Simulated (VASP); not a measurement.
# ZnS (F-43m) in VASP: notebook, part 2 of 2

VASP 6.6.1. Earlier steps stand in the parts before.

## (3) Single point, PBEsol (volume scaled by 1.06)

Contents of INCAR:

```
SYSTEM = ZnS
  PREC = Accurate
  ENCUT = 520
  EDIFF = 1E-7
  ISMEAR = -1
  SIGMA = 0.01
  LREAL = .False.
  LASPH = .True.
  NELM = 100
  ALGO = Normal
  ISIF = 2
  LWAVE = .False.
  LCHARG = .False.
  GGA = PS
  NBANDS = 16
```

Contents of KPOINTS:

```
Automatic mesh
0
Gamma
  9 9 9
  0 0 0
```

Contents of POSCAR:

```
ZnS
1.0
    0.0000000000      2.7576958202      2.7576958202
    2.7576958202      0.0000000000      2.7576958202
    2.7576958202      2.7576958202      0.0000000000
Zn S
1 1
Direct
    0.0000000000      0.0000000000      0.0000000000
    0.7500000000      0.7500000000      0.7500000000
```

Potentials or basis: VASP PAW PBE potentials, release 64 (Zn, S).

Run with:

```bash
$ cat potpaw_PBE.64/Zn/POTCAR potpaw_PBE.64/S/POTCAR > POTCAR
$ mpirun -np 1 vasp_std > vasp.out
```

OUTCAR:

```text
SYSTEM = ZnS
   PREC = Accurate
   ENCUT = 520
   EDIFF = 1E-7
   ISMEAR = -1
   LREAL = .False.
   LASPH = .True.
   NELM = 100
   ISIF = 2
   GGA = PS

 ion  position               nearest neighbor table
   1  0.000  0.000  0.000-   2 2.39   2 2.39   2 2.39   2 2.39
   2  0.750  0.750  0.750-   1 2.39   1 2.39   1 2.39   1 2.39

  LATTYP: Found a face centered cubic cell.
 ALAT       =     5.5153916404

  Lattice vectors:

 A1 = (   0.0000000000,   2.7576958202,   2.7576958202)
 A2 = (   2.7576958202,   0.0000000000,   2.7576958202)
 A3 = (   2.7576958202,   2.7576958202,   0.0000000000)

Analysis of symmetry for initial positions (statically):
=====================================================================
 Subroutine PRICEL returns:
 Original cell was already a primitive cell.

 Routine SETGRP: Setting up the symmetry group for a
 face centered cubic supercell.

 Subroutine GETGRP returns: Found 24 space group operations
 (whereof 24 operations were pure point group operations)
 out of a pool of 48 trial point group operations.

The static configuration has the point symmetry T_d .

Analysis of symmetry for dynamics (positions and initial velocities):
=====================================================================
 Subroutine PRICEL returns:
 Original cell was already a primitive cell.

 Routine SETGRP: Setting up the symmetry group for a
 face centered cubic supercell.

 Subroutine GETGRP returns: Found 24 space group operations
 (whereof 24 operations were pure point group operations)
 out of a pool of 48 trial point group operations.

The dynamic configuration has the point symmetry T_d .

 Subroutine INISYM returns: Found 24 space group operations
 (whereof 24 operations are pure point group operations),
 and found     1 'primitive' translations

----------------------------------------------------------------------------------------

                                     Primitive cell

  volume of cell :      41.9439

  direct lattice vectors                    reciprocal lattice vectors
     0.000000000  2.757695820  2.757695820    -0.181310787  0.181310787  0.181310787
     2.757695820  0.000000000  2.757695820     0.181310787 -0.181310787  0.181310787
     2.757695820  2.757695820  0.000000000     0.181310787  0.181310787 -0.181310787

  length of vectors
     3.899970830  3.899970830  3.899970830     0.314039495  0.314039495  0.314039495

  position of ions in fractional coordinates (direct lattice)
     0.000000000  0.000000000  0.000000000
     0.750000000  0.750000000  0.750000000

  ion indices of the primitive-cell ions
   primitive index   ion index
                 1           1
                 2           2

----------------------------------------------------------------------------------------

 KPOINTS: Automatic mesh

Automatic generation of k-mesh.
 Grid dimensions read from file:
 generate k-points for:    9    9    9

 Generating k-lattice:

  Cartesian coordinates                     Fractional coordinates (reciprocal lattice)
    -0.020145643  0.020145643  0.020145643     0.111111111  0.000000000  0.000000000
     0.020145643 -0.020145643  0.020145643     0.000000000  0.111111111  0.000000000
     0.020145643  0.020145643 -0.020145643     0.000000000  0.000000000  0.111111111

  Length of vectors
     0.034893277  0.034893277  0.034893277

  Shift w.r.t. Gamma in fractional coordinates (k-lattice)
     0.000000000  0.000000000  0.000000000

 Subroutine IBZKPT returns following result:
 ===========================================

 Found     35 irreducible k-points:

 Following reciprocal coordinates:
            Coordinates               Weight
  0.000000  0.000000  0.000000      1.000000
  0.111111  0.000000  0.000000      8.000000
  0.222222  0.000000  0.000000      8.000000
  0.333333  0.000000  0.000000      8.000000
  0.444444  0.000000  0.000000      8.000000
  0.111111  0.111111  0.000000      6.000000
[... 16 lines left out ...]
 -0.333333  0.333333  0.000000     12.000000
  0.444444  0.444444  0.000000      6.000000
 [... further k-points ...]
   k-points           NKPTS =     35   k-points in BZ     NKDIM =     35   number of bands    NBANDS=     16
   number of dos      NEDOS =    301   number of ions     NIONS =      2
   total plane-waves  NPLWV =  27000
   dimension x,y,z NGX =    30 NGY =   30 NGZ =   30
   dimension x,y,z NGXF=    60 NGYF=   60 NGZF=   60
   ions per type =               1   1
   NGX,Y,Z   is equivalent  to a cutoff of  12.79, 12.79, 12.79 a.u.
   NGXF,Y,Z  is equivalent  to a cutoff of  25.58, 25.58, 25.58 a.u.
 SYSTEM =  ZnS
   PREC   = accura    normal or accurate (medium, high low for compatibility)
   ISTART =      0    job   : 0-new  1-cont  2-samecut
   ICHARG =      2    charge: 1-file 2-atom 10-const
   ISPIN  =      1    spin polarized calculation?
   LNONCOLLINEAR =      F non collinear calculations
   LSORBIT =      F    spin-orbit coupling
   LASPH  =      T    aspherical Exc in radial PAW
   ENCUT  =  520.0 eV  38.22 Ry    6.18 a.u.   7.25  7.25  7.25*2*pi/ulx,y,z
   NELM   =    100;   NELMIN=  2; NELMDL= -5     # of ELM steps
   EDIFF  = 0.1E-06   stopping-criterion for ELM
   LREAL  =      F    real-space projection
   EDIFFG = 0.1E-05   stopping-criterion for IOM
   NSW    =      0    number of steps for IOM
   IBRION =     -1    ionic relax: 0-MD 1-quasi-New 2-CG
   NFREE  =      0    steps in history (QN), initial steepest desc. (CG)
   ISIF   =      2    stress and relaxation
   ISYM   =      2    0-nonsym 1-usesym 2-fastsym
   POTIM  = 0.5000    time-step for ionic-motion
   TEBEG  =    0.0;   TEEND  =   0.0 temperature during run
   PSTRESS=    0.0 pullay stress
   NELECT =      18.0000    total number of electrons
   NUPDOWN=      -1.0000    fix difference up-down
   EMIN   =  10.00;   EMAX   =-10.00  energy-range for DOS
   EFERMI =   0.00;   METHOD = LEGACY
   ISMEAR =    -1;   SIGMA  =   0.01  broadening in eV -4-tet -1-fermi 0-gaus
   EFERMI_NEDOS =   21; number of points for ismear=-14 and -15
   IALGO  =     38    algorithm
   IMIX   =      4    mixing-type and parameters
     AMIX     =   0.40;   BMIX     =  1.00
     AMIX_MAG =   1.60;   BMIX_MAG =  1.00
  volume/ion in A,a.u.               =      20.97       141.53
  Fermi-wavevector in a.u.,A,eV,Ry     =   1.234836  2.333502 20.746437  1.524820
  Thomas-Fermi vector in A             =   2.369510
   LORBIT       =      0    0 simple, 1 ext, 2 COOP (PROOUT), +10 PAW based schemes
   GGA     = PS    functional components
   LHFCALC =     F    Hartree Fock is set to
   AEXX    =    0.0000 exact exchange contribution
   IVDW    =     0    specifies the selected vdW correction
   LEPSILON=     F    determine dielectric tensor
   LRPA    =     F    only Hartree local field effects (RPA)
 non-spin polarized calculation
  energy-cutoff  :      520.00
  volume of cell :       41.94
 maximum number of plane-waves:      1147
 NGX is ok and might be reduce to    30
   NGX = 15   NGY = 15   NGZ = 15

 number of electron      17.9999992 magnetization

 Free energy of the ion-electron system (eV)
  ---------------------------------------------------
  ext. energy  EPLUGINS =         0.00000000
  ---------------------------------------------------
  free energy    TOTEN  =        -7.52551827 eV

  energy without entropy =       -7.52551827  energy(sigma->0) =       -7.52551827

 E-fermi :   1.6830     XC(G=0):  -9.5653

 val. band max:        1.4628405952   @ k =   0.0000   0.0000   0.0000
 cond. band min:       3.1823094834   @ k =   0.0000   0.0000   0.0000
 fundamental gap:      1.7194688882
 Fermi energy:         1.6829899839

 k-point     1 :       0.0000    0.0000    0.0000
  band No.  band energies     occupation
      1     -11.2820      2.00000
      2      -4.6807      2.00000
      3      -4.6807      2.00000
      4      -4.6807      2.00000
      5      -4.2507      2.00000
      6      -4.2507      2.00000
[... 8 lines left out ...]
     15      13.1181      0.00000
     16      13.1181      0.00000

 k-point     2 :       0.1111    0.0000    0.0000
  band No.  band energies     occupation
      1     -11.1974      2.00000
      2      -4.6777      2.00000
      3      -4.6659      2.00000
      4      -4.6659      2.00000
      5      -4.2519      2.00000
      6      -4.2519      2.00000
[... 8 lines left out ...]
     15      12.5981      0.00000
     16      13.4612      0.00000
[... 387 lines left out ...]
      5      -4.2376      2.00000
      6      -3.9927      2.00000
[... 8 lines left out ...]
     15      12.9912      0.00000
     16      17.3885      0.00000

 k-point    24 :       0.4444    0.4444    0.0000
  band No.  band energies     occupation
      1     -10.2069      2.00000
      2      -4.6735      2.00000
      3      -4.3950      2.00000
      4      -4.3950      2.00000
      5      -4.1883      2.00000
      6      -4.1065      2.00000
[... 8 lines left out ...]
     15      14.9991      0.00000
     16      16.1818      0.00000

 [... further k-points ...]
[... 5 lines left out ...]
  --------------------------------------------------------------------------------------
  -------------------------------------------------------------------------------------
  Total       -1.4493797     -1.4493797     -1.4493797      0.0000000      0.0000000     -0.0000000
  in kB      -55.3635186    -55.3635186    -55.3635186      0.0000000      0.0000000     -0.0000000
  external PRESSURE =     -55.3635186 kB  Pullay stress =       0.0000000 kB

 VOLUME and BASIS-vectors are now :
 -----------------------------------------------------------------------------
  energy-cutoff  :      520.00
  volume of cell :       41.94
      direct lattice vectors                 reciprocal lattice vectors
     0.000000000  2.757695820  2.757695820    -0.181310787  0.181310787  0.181310787
     2.757695820  0.000000000  2.757695820     0.181310787 -0.181310787  0.181310787
     2.757695820  2.757695820  0.000000000     0.181310787  0.181310787 -0.181310787

 POSITION                                       TOTAL-FORCE (eV/Angst)
 -----------------------------------------------------------------------------------
      0.00000      0.00000      0.00000        -0.000000     -0.000000     -0.000000
      4.13654      4.13654      4.13654         0.000000      0.000000      0.000000
 -----------------------------------------------------------------------------------
    total drift:                               -0.000000     -0.000000     -0.000000

  FREE ENERGIE OF THE ION-ELECTRON SYSTEM (eV)
  ---------------------------------------------------
  free  energy   TOTEN  =        -7.5255182747 eV

  energy  without entropy=       -7.5255182747  energy(sigma->0) =       -7.52551827
```

stdout:

```text
POSCAR found type information on POSCAR ZnS
 POSCAR found :  2 types and       2 ions
 scaLAPACK will be used
 -----------------------------------------------------------------------------
|                                                                             |
|                                                                             |
|     You enforced a specific xc type in the INCAR file but a different       |
|     I HOPE YOU KNOW WHAT YOU ARE DOING!                                     |
|                                                                             |
 -----------------------------------------------------------------------------

 LDA part: xc-table for (Slater+PW92), standard interpolation
 POSCAR, INCAR and KPOINTS ok, starting setup
 FFT: planning ... GRIDC
 FFT: planning ... GRID_SOFT
 FFT: planning ... GRID
 WAVECAR not read
 entering main loop
```

Run time: 24 s. Hardware: 1 thread of Intel Xeon 6975P-C, shared host; peak memory 0.17 GiB.

What came out:

```yaml
Free_energy: -7.5255 eV
Pressure: -5.5 GPa
Band_gap_on_the_k_mesh: 1.72 eV, direct
```

Levels at points of the mesh, in eV from the valence-band top:
| k point | band 7 | band 8 | band 9 | band 10 | band 11 | band 12 |
| --- | --- | --- | --- | --- | --- | --- |
| (0.00, 0.00, 0.00) | 0.00 | 0.00 | 0.00 | 1.72 | 6.34 | 6.34 |

Caveat: the PAW data sets were made with another functional, which shifts forces and pressure a little.
